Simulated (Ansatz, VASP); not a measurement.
**Se in VASP and in Ansatz**

```xyz
3
Lattice="4.1383 0.0000 0.0000 -2.0692 3.5839 0.0000 0.0000 0.0000 4.9553" Properties=species:S:1:pos:R:3 pbc="T T T"
Se    1.0872    0.0000    1.6518
Se   -0.5436    0.9415    3.3035
Se    1.5256    2.6424    0.0000
```

Alike in both runs: task single point; functional PBE; dispersion D3(BJ); k mesh 9 × 9 × 8; occupations gaussian, width 0.05 eV; no spin polarisation.

```csv
,VASP,Ansatz
version,VASP 6.6.1,Ansatz 0.2.0
potentials or method,"VASP PAW PBE potentials, release 64 (Se), cutoff 520 eV","scalar-relativistic, plane waves, PAW"
valence electrons in the cell,18,48
```

Ansatz gave:

```
gap on the k mesh at the Fermi level (eV)                     : 0.25
least direct gap on the mesh (eV)                             : 0.86
pressure (GPa)                                                : -1.8
traceless stress, the component that is largest in VASP (GPa) : 1.35
rms of the force components (eV/Å)                            : 0.299
```

Question: Estimate VASP's values.

Answer: gap on the k mesh at the Fermi level (eV): 0.25; least direct gap on the mesh (eV): 0.85; pressure (GPa): -1.7; traceless stress, the component that is largest in VASP (GPa): 1.37; rms of the force components (eV/Å): 0.291.

Atom by atom the forces differ by 0.008 eV/Å (rms over components). VASP's potentials hold 18 valence electrons a cell and Ansatz's 48, so a difference there can come from the potentials and not from the codes.
